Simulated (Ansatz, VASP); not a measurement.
**Two plane-wave programs on BC**

Contents of INCAR:

```
SYSTEM = BC
  PREC = Accurate
  ENCUT = 520
  EDIFF = 1E-7
  ISMEAR = 0
  SIGMA = 0.1
  LREAL = .FALSE.
  LASPH = .TRUE.
  NELM = 80
  ALGO = Normal
  ISIF = 2
  LWAVE = .FALSE.
  LCHARG = .FALSE.
  GGA = PE
  NBANDS = 24
```

File KPOINTS:

```
regular mesh
0
G
  6 4 4
  0 0 0
```

Contents of POSCAR:

```
BC
1.0
    2.5955738700      0.0000000000      0.0000000000
    0.0000000000      4.4566806800      0.0000000000
    0.0000000000      0.0000000000      4.5336232600
B C
4 4
Direct
    0.7517375200      0.4107488200      0.9331580000
    0.2482624800      0.5892511800      0.9331580000
    0.7517375200      0.0892511800      0.4331580000
    0.2482624800      0.9107488200      0.4331580000
    0.1812587000      0.8705480100      0.1075797100
    0.8187413000      0.1294519900      0.1075797100
    0.1812587000      0.6294519900      0.6075797100
    0.8187413000      0.3705480100      0.6075797100
```

Input for Ansatz:

```yaml
crystal:
  lattice:
    - [2.59557387, 0.0, 0.0]
    - [0.0, 4.45668068, 0.0]
    - [0.0, 0.0, 4.53362326]
  atoms:
    - { symbol: B, position: [0.75173752, 0.41074882, 0.933158] }
    - { symbol: B, position: [0.24826248, 0.58925118, 0.933158] }
    - { symbol: B, position: [0.75173752, 0.08925118, 0.433158] }
    - { symbol: B, position: [0.24826248, 0.91074882, 0.433158] }
    - { symbol: C, position: [0.1812587, 0.87054801, 0.10757971] }
    - { symbol: C, position: [0.8187413, 0.12945199, 0.10757971] }
    - { symbol: C, position: [0.1812587, 0.62945199, 0.60757971] }
    - { symbol: C, position: [0.8187413, 0.37054801, 0.60757971] }
basis:
  ecutwfc: 420
kpoints:
  mp_grid: { grid: [6, 4, 4] }
hamiltonian:
  xc: pbe
scf:
  occupations: { method: gaussian, width: 0.1 }
  lower_state_search: "off"
output:
  forces: true
  stress: true
  eigenvalues: true
```

Alike in both runs: task single point; functional PBE; k mesh 6 × 4 × 4; occupations gaussian, width 0.1 eV; no spin polarisation.

|  | VASP | Ansatz |
| --- | --- | --- |
| version | VASP 6.6.1 | Ansatz 0.2.0 |
| potentials or method | VASP PAW PBE potentials, release 64 (B, C), cutoff 520 eV | scalar-relativistic, plane waves, PAW |
| valence electrons in the cell | 28 | 28 |

VASP gave:

| Property | Result |
| --- | --- |
| gap on the k mesh at the Fermi level (eV) | none |
| rms of the force components (eV/Å) | 2.600 |

Estimate Ansatz's values.

gap on the k mesh at the Fermi level (eV): none; rms of the force components (eV/Å): 2.593.

Atom by atom the forces differ by 0.028 eV/Å (rms over components). A gap of «none» marks a metal or a gap that the smearing closes.

The k mesh is coarse, so the values compare programs but aren't converged.
